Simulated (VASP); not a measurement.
# GaB (P4/mmm) in VASP: a series of runs

GaB is run at these levels: PBE; tasks: relaxation of cell and atoms.

Everything below comes from runs of VASP 6.6.1. Logs are shortened: lines on timing, memory, paths and dates and some standing lists are left out, and cuts for length are marked.

## Step 1: The cell of the first run

Symmetry: P4/mmm, No. 123, tetragonal system. Conventional cell: a = 2.718 Å, b = 2.718 Å, c = 3.236 Å, α = 90.00°, β = 90.00°, γ = 90.00°. Within 3.3 Å of Ga (site symmetry 4/mmm) lie 8 B at 2.51 Å and 6 Ga at 2.72 to 3.24 Å. B (site symmetry 4/mmm) has 8 Ga at 2.51 Å and 6 B at 2.72 to 3.24 Å within 3.3 Å.

## Step 2: Relaxation of cell and atoms, PBE, target pressure 2 GPa, at which the enthalpy is minimised

The input, INCAR:

```
SYSTEM = GaB
  ALGO = Normal
  EDIFF = 1E-7
  EDIFFG = -0.01
  ENCUT = 600
  GGA = PE
  IBRION = 2
  ISIF = 3
  ISMEAR = -1
  LASPH = .True.
  LCHARG = .False.
  LREAL = .False.
  LWAVE = .False.
  NELM = 60
  NSW = 60
  PREC = Accurate
  PSTRESS = 20.0
  SIGMA = 0.05
```

The input, KPOINTS:

```
k-points
0
Gamma
  10 10 8
  0 0 0
```

The input, POSCAR:

```
GaB
1.0
    2.7182400000      0.0000000000      0.0000000000
    0.0000000000      2.7182400000      0.0000000000
    0.0000000000      0.0000000000      3.2362100000
Ga B
1 1
Direct
    0.5000000000      0.5000000000      0.5000000000
    0.0000000000      0.0000000000      0.0000000000
```

Potentials or basis: VASP PAW PBE potentials, release 64 (Ga_d, B).

Run with:

```
$ cat potpaw_PBE.64/Ga_d/POTCAR potpaw_PBE.64/B/POTCAR > POTCAR
$ mpirun -np 1 vasp_std > vasp.out
```

OUTCAR:

```text
SYSTEM = GaB
   EDIFF = 1E-7
   EDIFFG = -0.01
   ENCUT = 600
   GGA = PE
   IBRION = 2
   ISIF = 3
   ISMEAR = -1
   LASPH = .True.
   LREAL = .False.
   NELM = 60
   NSW = 60
   PREC = Accurate
   PSTRESS = 20.0

 ion  position               nearest neighbor table
   1  0.500  0.500  0.500-   2 2.51   2 2.51   2 2.51   2 2.51   2 2.51   2 2.51   2 2.51   2 2.51

   2  0.000  0.000  0.000-   1 2.51   1 2.51   1 2.51   1 2.51   1 2.51   1 2.51   1 2.51   1 2.51

  LATTYP: Found a simple tetragonal cell.
 ALAT       =     2.7182400000
 C/A-ratio  =     1.1905534463

  Lattice vectors:

 A1 = (   2.7182400000,   0.0000000000,   0.0000000000)
 A2 = (   0.0000000000,   2.7182400000,   0.0000000000)
 A3 = (   0.0000000000,   0.0000000000,   3.2362100000)

Analysis of symmetry for initial positions (statically):
=====================================================================
 Subroutine PRICEL returns:
 Original cell was already a primitive cell.

 Routine SETGRP: Setting up the symmetry group for a
 simple tetragonal supercell.

 Subroutine GETGRP returns: Found 16 space group operations
 (whereof 16 operations were pure point group operations)
 out of a pool of 16 trial point group operations.

The static configuration has the point symmetry D_4h.

Analysis of symmetry for dynamics (positions and initial velocities):
=====================================================================
 Subroutine PRICEL returns:
 Original cell was already a primitive cell.

 Routine SETGRP: Setting up the symmetry group for a
 simple tetragonal supercell.

 Subroutine GETGRP returns: Found 16 space group operations
 (whereof 16 operations were pure point group operations)
 out of a pool of 16 trial point group operations.

The dynamic configuration has the point symmetry D_4h.

 Subroutine INISYM returns: Found 16 space group operations
 (whereof 16 operations are pure point group operations),
 and found     1 'primitive' translations

----------------------------------------------------------------------------------------

                                     Primitive cell

  volume of cell :      23.9118

  direct lattice vectors                    reciprocal lattice vectors
     2.718240000  0.000000000  0.000000000     0.367885102  0.000000000  0.000000000
     0.000000000  2.718240000  0.000000000     0.000000000  0.367885102  0.000000000
     0.000000000  0.000000000  3.236210000     0.000000000  0.000000000  0.309003433

  length of vectors
     2.718240000  2.718240000  3.236210000     0.367885102  0.367885102  0.309003433

  position of ions in fractional coordinates (direct lattice)
     0.500000000  0.500000000  0.500000000
     0.000000000  0.000000000  0.000000000

  ion indices of the primitive-cell ions
   primitive index   ion index
                 1           1
                 2           2

----------------------------------------------------------------------------------------

 KPOINTS: k-points

Automatic generation of k-mesh.
 Grid dimensions read from file:
 generate k-points for:   10   10    8

 Generating k-lattice:

  Cartesian coordinates                     Fractional coordinates (reciprocal lattice)
     0.036788510  0.000000000  0.000000000     0.100000000  0.000000000  0.000000000
     0.000000000  0.036788510  0.000000000     0.000000000  0.100000000  0.000000000
     0.000000000  0.000000000  0.038625429     0.000000000  0.000000000  0.125000000

  Length of vectors
     0.036788510  0.036788510  0.038625429

  Shift w.r.t. Gamma in fractional coordinates (k-lattice)
     0.000000000  0.000000000  0.000000000

 Subroutine IBZKPT returns following result:
 ===========================================

 Found    105 irreducible k-points:

 Following reciprocal coordinates:
            Coordinates               Weight
  0.000000  0.000000  0.000000      1.000000
  0.100000  0.000000  0.000000      4.000000
  0.200000  0.000000  0.000000      4.000000
  0.300000  0.000000  0.000000      4.000000
  0.400000  0.000000  0.000000      4.000000
  0.500000  0.000000  0.000000      2.000000
[... 16 lines left out ...]
  0.100000  0.000000  0.125000      8.000000
  0.200000  0.000000  0.125000      8.000000
 [... further k-points ...]
   k-points           NKPTS =    105   k-points in BZ     NKDIM =    105   number of bands    NBANDS=     12
   number of dos      NEDOS =    301   number of ions     NIONS =      2
   total plane-waves  NPLWV =  16128
   dimension x,y,z NGX =    24 NGY =   24 NGZ =   28
   dimension x,y,z NGXF=    48 NGYF=   48 NGZF=   56
   ions per type =               1   1
   NGX,Y,Z   is equivalent  to a cutoff of  14.68, 14.68, 14.38 a.u.
   NGXF,Y,Z  is equivalent  to a cutoff of  29.36, 29.36, 28.77 a.u.
 SYSTEM =  GaB
   PREC   = accura    normal or accurate (medium, high low for compatibility)
   ISTART =      0    job   : 0-new  1-cont  2-samecut
   ICHARG =      2    charge: 1-file 2-atom 10-const
   ISPIN  =      1    spin polarized calculation?
   LNONCOLLINEAR =      F non collinear calculations
   LSORBIT =      F    spin-orbit coupling
   LASPH  =      T    aspherical Exc in radial PAW
   ENCUT  =  600.0 eV  44.10 Ry    6.64 a.u.   5.43  5.43  6.46*2*pi/ulx,y,z
   NELM   =     60;   NELMIN=  2; NELMDL= -5     # of ELM steps
   EDIFF  = 0.1E-06   stopping-criterion for ELM
   LREAL  =      F    real-space projection
   EDIFFG = -.1E-01   stopping-criterion for IOM
   NSW    =     60    number of steps for IOM
   IBRION =      2    ionic relax: 0-MD 1-quasi-New 2-CG
   NFREE  =      1    steps in history (QN), initial steepest desc. (CG)
   ISIF   =      3    stress and relaxation
   ISYM   =      2    0-nonsym 1-usesym 2-fastsym
   POTIM  = 0.5000    time-step for ionic-motion
   TEBEG  =    0.0;   TEEND  =   0.0 temperature during run
   PSTRESS=   20.0 pullay stress
   NELECT =      16.0000    total number of electrons
   NUPDOWN=      -1.0000    fix difference up-down
   EMIN   =  10.00;   EMAX   =-10.00  energy-range for DOS
   EFERMI =   0.00;   METHOD = LEGACY
   ISMEAR =    -1;   SIGMA  =   0.05  broadening in eV -4-tet -1-fermi 0-gaus
   EFERMI_NEDOS =   21; number of points for ismear=-14 and -15
   IALGO  =     38    algorithm
   IMIX   =      4    mixing-type and parameters
     AMIX     =   0.40;   BMIX     =  1.00
     AMIX_MAG =   1.60;   BMIX_MAG =  1.00
  volume/ion in A,a.u.               =      11.96        80.68
  Fermi-wavevector in a.u.,A,eV,Ry     =   1.431894  2.705886 27.896285  2.050319
  Thomas-Fermi vector in A             =   2.551580
   LORBIT       =      0    0 simple, 1 ext, 2 COOP (PROOUT), +10 PAW based schemes
   GGA     = PE    functional components
   LHFCALC =     F    Hartree Fock is set to
   AEXX    =    0.0000 exact exchange contribution
   IVDW    =     0    specifies the selected vdW correction
   LEPSILON=     F    determine dielectric tensor
   LRPA    =     F    only Hartree local field effects (RPA)
 conjugate gradient relaxation of ions
 non-spin polarized calculation
  energy-cutoff  :      600.00
  volume of cell :       23.91
 maximum number of plane-waves:       813
 NGX is ok and might be reduce to    24
   NGX = 11   NGY = 11   NGZ = 13

--------------------------------------- Ionic step        1  -------------------------------------------

 number of electron      16.0000003 magnetization

 Free energy of the ion-electron system (eV)
  ---------------------------------------------------
  ext. energy  EPLUGINS =         0.00000000
  ---------------------------------------------------
  free energy    TOTEN  =        -7.15094660 eV

  energy without entropy =       -7.14560717  energy(sigma->0) =       -7.14827688

------------------------ aborting loop because EDIFF is reached ----------------------------------------

  FORCE on cell =-STRESS in cart. coord.  units (eV):
  Direction    XX          YY          ZZ          XY          YZ          ZX
  --------------------------------------------------------------------------------------
  -------------------------------------------------------------------------------------
  Total        0.0528317      0.0528317     -0.0731241      0.0000000      0.0000000      0.0000000
  in kB        3.5399158      3.5399158     -4.8995763      0.0000000      0.0000000      0.0000000
  external PRESSURE =     -19.2732483 kB  Pullay stress =      20.0000000 kB
[... 61 lines left out ...]
  enthalpy is  TOTEN    =        -6.8551638339 eV   P V=        0.2923202819

--------------------------------------- Ionic step        3  -------------------------------------------

 number of electron      16.0000003 magnetization

 Free energy of the ion-electron system (eV)
  ---------------------------------------------------
  ext. energy  EPLUGINS =         0.00000000
  ---------------------------------------------------
  free energy    TOTEN  =        -7.14836042 eV

  energy without entropy =       -7.14307884  energy(sigma->0) =       -7.14571963

 E-fermi :   7.0687     XC(G=0): -11.9882

 val. band max:        7.0447058275   @ k =   0.5000   0.5000   0.3750
 cond. band min:       7.1003643188   @ k =   0.3000   0.3000   0.1250
 fundamental gap:      0.0556584914
 Fermi energy:         7.0687116470

 k-point     1 :       0.0000    0.0000    0.0000
  band No.  band energies     occupation
      1      -8.2543      2.00000
      2      -8.0940      2.00000
      3      -7.7662      2.00000
      4      -7.7662      2.00000
      5      -7.7188      2.00000
      6      -6.4129      2.00000
      7       5.4055      2.00000
      8       9.1409      0.00000
      9       9.7751      0.00000
     10       9.7751      0.00000
     11      16.3188      0.00000
     12      16.6834      0.00000
[... 331 lines left out ...]
 k-point    24 :       0.2000    0.0000    0.1250
  band No.  band energies     occupation
      1      -8.1804      2.00000
      2      -8.0011      2.00000
      3      -7.8659      2.00000
      4      -7.7767      2.00000
      5      -7.7655      2.00000
      6      -5.4054      2.00000
      7       4.5560      2.00000
      8       5.9337      2.00000
      9      10.5788      0.00000
     10      11.4706      0.00000
     11      15.9293      0.00000
     12      17.3350      0.00000

 [... further k-points ...]
[... 5 lines left out ...]
  --------------------------------------------------------------------------------------
  -------------------------------------------------------------------------------------
  Total        0.3049869      0.3049869      0.2776312      0.0000000      0.0000000      0.0000000
  in kB       20.8088494     20.8088494     18.9424056      0.0000000      0.0000000      0.0000000
  external PRESSURE =       0.1867015 kB  Pullay stress =      20.0000000 kB
[... 17 lines left out ...]
  FREE ENERGIE OF THE ION-ELECTRON SYSTEM (eV)
  ---------------------------------------------------
  free  energy   TOTEN  =        -7.1483604230 eV

  energy  without entropy=       -7.1430788354  energy(sigma->0) =       -7.14571963

  enthalpy is  TOTEN    =        -6.8552284798 eV   P V=        0.2931319432

 reached required accuracy - stopping structural energy minimisation
```

Wall time 81 s (1 thread of Intel Xeon 8259CL, shared host); peak memory 0.18 GiB.

Results:

| Item | Value |
| --- | --- |
| Free energy | -7.1484 eV |
| Relaxed volume | 11.74 Å³/atom |
| Relaxed cell | a = 2.704 Å, b = 2.704 Å, c = 3.211 Å, α = 90.00°, β = 90.00°, γ = 90.00° |
| Space group after relaxing (to 0.1 Å) | P4/mmm (No. 123) |
| Energy change on relaxing (the run minimises the enthalpy) | +1.3 meV/atom |
| Ionic steps | 3 |
| Pressure after relaxing | 2.0 GPa |
| Band gap on the k mesh | zero (bands 8 and 9 overlap by 8.59 eV) |

Stress tensor (GPa, compression positive):
```
2.08 0.00 0.00
0.00 2.08 0.00
0.00 0.00 1.89
```

The path:
```tsv
step	energy change (eV)	largest force (eV/Å)	pressure (GPa)	volume (Å³)
1	0.0000	0.0000	0.07	23.91
2	0.0035	0.0000	2.35	23.42
3	0.0026	0.0000	2.02	23.48
```

Final structure:
```
Ga B
1.0
     2.70426    0.00000    0.00000
     0.00000    2.70426    0.00000
     0.00000    0.00000    3.21104
Ga B
1 1
Direct
  0.50000 0.50000 0.50000
  0.00000 0.00000 0.00000
```

Levels at points of the mesh, in eV from the Fermi level:
```
           k point  band 5  band 6  band 7  band 8  band 9  band 10  band 11  band 12
(0.00, 0.00, 0.00)  -14.79  -13.48   -1.66    2.07    2.71     2.71     9.25     9.61
(0.50, 0.00, 0.00)  -14.81   -8.72   -8.33    1.95    5.13     5.69     5.69     5.71
(0.50, 0.50, 0.00)  -14.63   -4.56   -4.56   -3.53   -1.93     3.33     7.82     7.82
(0.00, 0.00, 0.50)  -14.78  -10.02   -9.93    4.39    4.39     8.16     9.73     9.73
(0.50, 0.00, 0.50)  -14.73   -5.55   -5.41   -5.05   -4.20     5.53    10.43    12.11
(0.50, 0.50, 0.50)  -14.63   -1.94   -1.35   -1.35   -0.43     0.13     0.13     1.47
```

Caveat: the cell is relaxed towards a set pressure, so the run minimises the enthalpy, not the energy.

## Step 3: Relaxation of cell and atoms, PBE, target pressure 5 GPa, at which the enthalpy is minimised

The input, INCAR:

```
ALGO = Normal ; EDIFF = 1E-7
EDIFFG = -0.01 ; ENCUT = 600
GGA = PE ; IBRION = 2
ISIF = 3 ; ISMEAR = -1
LASPH = True ; LCHARG = False
LREAL = False ; LWAVE = False
NELM = 80 ; NSW = 60
PREC = Accurate ; PSTRESS = 50.0
SIGMA = 0.05
```

The input, KPOINTS:

```
k-points
0
Gamma
  10 10 8
```

POSCAR is that of step 2.

Potentials or basis: VASP PAW PBE potentials, release 64 (Ga_d, B).

Run with:

```
$ cat potpaw_PBE.64/Ga_d/POTCAR potpaw_PBE.64/B/POTCAR > POTCAR
$ mpirun -np 1 vasp_std > vasp.out
```

Wall time 2.7 min (1 thread of Intel Xeon 8259CL, shared host); peak memory 0.18 GiB.

It converged, with:

```
Free energy                                                : -7.1356 eV
Relaxed volume                                             : 11.44 Å³/atom
Relaxed cell                                               : a = 2.676 Å, b = 2.676 Å, c = 3.197 Å, α = 90.00°, β = 90.00°, γ = 90.00°
Space group after relaxing (to 0.1 Å)                      : P4/mmm (No. 123)
Energy change on relaxing (the run minimises the enthalpy) : +7.7 meV/atom
Ionic steps                                                : 6
Pressure after relaxing                                    : 4.9 GPa
Band gap on the k mesh                                     : zero (bands 8 and 9 overlap by 8.71 eV)
```

The path:
| step | energy change (eV) | largest force (eV/Å) | pressure (GPa) | volume (Å³) |
| --- | --- | --- | --- | --- |
| 1 | 0.0000 | 0.0000 | 0.07 | 23.91 |
| 2 | 0.0236 | 0.0000 | 6.32 | 22.66 |
| 3 | 0.0153 | 0.0000 | 5.00 | 22.90 |
| 4 | 0.0147 | 0.0000 | 4.89 | 22.92 |
| 5 | 0.0148 | 0.0000 | 4.88 | 22.91 |
| 6 | 0.0153 | 0.0000 | 4.90 | 22.89 |

Final structure:
```xyz
2
Lattice="2.6758 0.0000 0.0000 0.0000 2.6758 0.0000 0.0000 0.0000 3.1970" Properties=species:S:1:pos:R:3 pbc="T T T"
Ga    1.3379    1.3379    1.5985
B     2.6758    0.0000    0.0000
```

Levels at points of the mesh, in eV from the Fermi level:
```
           k point  band 5  band 6  band 7  band 8  band 9  band 10  band 11  band 12
(0.00, 0.00, 0.00)  -14.80  -13.72   -1.82    2.10    2.81     2.81     9.53     9.77
(0.50, 0.00, 0.00)  -14.83   -8.85   -8.44    1.92    5.28     5.71     5.75     5.79
(0.50, 0.50, 0.00)  -14.64   -4.66   -4.66   -3.46   -1.82     3.35     7.88     7.88
(0.00, 0.00, 0.50)  -14.80  -10.22  -10.13    4.50    4.50     8.42     9.96     9.96
(0.50, 0.00, 0.50)  -14.75   -5.70   -5.57   -5.07   -4.21     5.69    10.63    12.42
(0.50, 0.50, 0.50)  -14.64   -1.84   -1.40   -1.40   -0.44     0.09     0.09     1.58
```

Caveat: the cell is relaxed towards a set pressure, so the run minimises the enthalpy, not the energy.

## Step 4: Relaxation of cell and atoms, PBE, target pressure 10 GPa, at which the enthalpy is minimised

The input, INCAR:

```
  PREC = Accurate
  ENCUT = 600
  EDIFF = 1E-7
  ISMEAR = -1
  SIGMA = 0.05
  LREAL = F
  LASPH = T
  NELM = 80
  ALGO = Normal
  ISIF = 3
  LWAVE = F
  LCHARG = F
  GGA = PE
  IBRION = 2
  NSW = 60
  EDIFFG = -0.01
  PSTRESS = 100.0
```

The input, KPOINTS:

```
regular mesh
0
Gamma
  10 10 8
```

POSCAR is that of step 3.

Run with:

```
$ cat potpaw_PBE.64/Ga_d/POTCAR potpaw_PBE.64/B/POTCAR > POTCAR
$ mpirun -np 1 vasp_std > vasp.out
```

It took 3.4 min on 1 thread of Intel Xeon 8259CL, shared host; peak memory 0.18 GiB.

It converged, with:

* Free energy: -7.0944 eV
* Relaxed volume: 11.00 Å³/atom
* Relaxed cell: a = 2.628 Å, b = 2.628 Å, c = 3.183 Å, α = 90.00°, β = 90.00°, γ = 90.00°
* Space group after relaxing (to 0.1 Å): P4/mmm (No. 123)
* Energy change on relaxing (the run minimises the enthalpy): +28.3 meV/atom
* Ionic steps: 8
* Pressure after relaxing: 10.0 GPa
* Band gap on the k mesh: zero (bands 8 and 9 overlap by 8.95 eV)

Step by step:
| step | energy change (eV) | largest force (eV/Å) | pressure (GPa) | volume (Å³) |
| --- | --- | --- | --- | --- |
| 1 | 0.0000 | 0.0000 | 0.07 | 23.91 |
| 2 | 0.1016 | 0.0000 | 14.54 | 21.44 |
| 3 | 0.0535 | 0.0000 | 10.00 | 22.07 |
| 4 | 0.0513 | 0.0000 | 9.75 | 22.10 |
| 5 | 0.0518 | 0.0000 | 9.74 | 22.08 |
| 6 | 0.0544 | 0.0000 | 9.76 | 22.03 |
| 7 | 0.0590 | 0.0000 | 10.27 | 21.95 |
| 8 | 0.0566 | 0.0000 | 10.00 | 21.99 |

Final structure:
```cif
data_structure
_symmetry_space_group_name_H-M 'P 1'
_symmetry_Int_Tables_number 1
_cell_length_a 2.6283
_cell_length_b 2.6283
_cell_length_c 3.1833
_cell_angle_alpha 90.000
_cell_angle_beta 90.000
_cell_angle_gamma 90.000
_cell_volume 21.99
loop_
_atom_site_label
_atom_site_type_symbol
_atom_site_fract_x
_atom_site_fract_y
_atom_site_fract_z
_atom_site_occupancy
Ga1 Ga 0.50000 0.50000 0.50000 1
B1 B 0.00000 0.00000 0.00000 1
```

Levels at points of the mesh, in eV from the Fermi level:
```tsv
k point	band 5	band 6	band 7	band 8	band 9	band 10	band 11	band 12
(0.00, 0.00, 0.00)	-14.84	-14.12	-2.13	2.03	2.99	2.99	10.04	10.06
(0.50, 0.00, 0.00)	-14.88	-9.07	-8.61	1.83	5.57	5.63	5.74	5.87
(0.50, 0.50, 0.00)	-14.66	-4.82	-4.82	-3.33	-1.62	3.34	7.91	7.91
(0.00, 0.00, 0.50)	-14.84	-10.58	-10.48	4.70	4.70	8.80	10.35	10.35
(0.50, 0.00, 0.50)	-14.79	-5.98	-5.83	-5.12	-4.25	5.95	10.92	12.93
(0.50, 0.50, 0.50)	-14.66	-1.69	-1.51	-1.51	-0.44	0.02	0.02	1.62
```

Caveat: the cell is relaxed towards a set pressure, so the run minimises the enthalpy, not the energy.

## Step 5: Overview

```csv
cell,gap on the mesh (eV),pressure (GPa)
relaxed to 2 GPa,none,2.0
relaxed to 5 GPa,none,4.9
relaxed to 10 GPa,none,10.0
```

Alike in all rows: task relaxation of cell and atoms; level PBE; potentials or basis VASP PAW PBE potentials, release 64 (Ga_d, B); no spin polarisation; k mesh 10 × 10 × 8; cutoff (eV) 600; smearing fermi-dirac 0.05 eV.

Caveats: the cell is relaxed towards a set pressure, so the run minimises the enthalpy, not the energy.

Total energies depend on the potentials used, so only differences within one code and one set of settings carry meaning.
